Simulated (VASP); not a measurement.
GaN, 8 atoms in the cell. Symmetry: R3m, No. 160, trigonal system. Conventional cell: a = 6.361 Å, b = 6.361 Å, c = 7.791 Å, α = 90.00°, β = 90.00°, γ = 120.00°. Within 2.4 Å of Ga (site symmetry 3m) lie 4 N at 1.80 to 2.00 Å. Within 2.6 Å of Ga (site symmetry m) lie 4 N at 1.95 Å. Within 2.4 Å of N (site symmetry 3m) lie 4 Ga at 1.80 to 1.95 Å. N (site symmetry m) has 4 Ga at 1.95 to 2.00 Å within 2.6 Å.  This cell differs from its parent crystal: atom 1 (Ga) moved +0.150 Å towards its neighbour atom 5 (N) at 1.948 Å.

- Program: VASP 6.6.1
- Task: single point
- Functional: r2SCAN
- Potentials or basis: VASP PAW PBE potentials, release 64 (Ga_d, N)
- Cutoff: 520 eV
- k mesh: 6 × 6 × 6
- Occupations: gaussian, width 0.05 eV
- Spin: no spin polarisation
- Dipole correction: no
- Further INCAR settings: ALGO = Normal; EDIFF = 1e-07; NBANDS = 46

Potentials or basis: VASP PAW PBE potentials, release 64 (Ga_d, N).

Command:

```console
$ cat potpaw_PBE.64/Ga_d/POTCAR potpaw_PBE.64/N/POTCAR > POTCAR
$ cp INCAR.step1 INCAR
$ mpirun -np 1 vasp_std > vasp.out
$ cp INCAR.step2 INCAR
$ mpirun -np 1 vasp_std > vasp.out
```

Hardware: 1 thread of AMD EPYC 7R13 (shared host).

Question: How long does it take, and how much memory?

Answer: Wall time 18 min on 1 thread of AMD EPYC 7R13 (shared host), peak memory 0.25 GiB. Counts: k points 32.
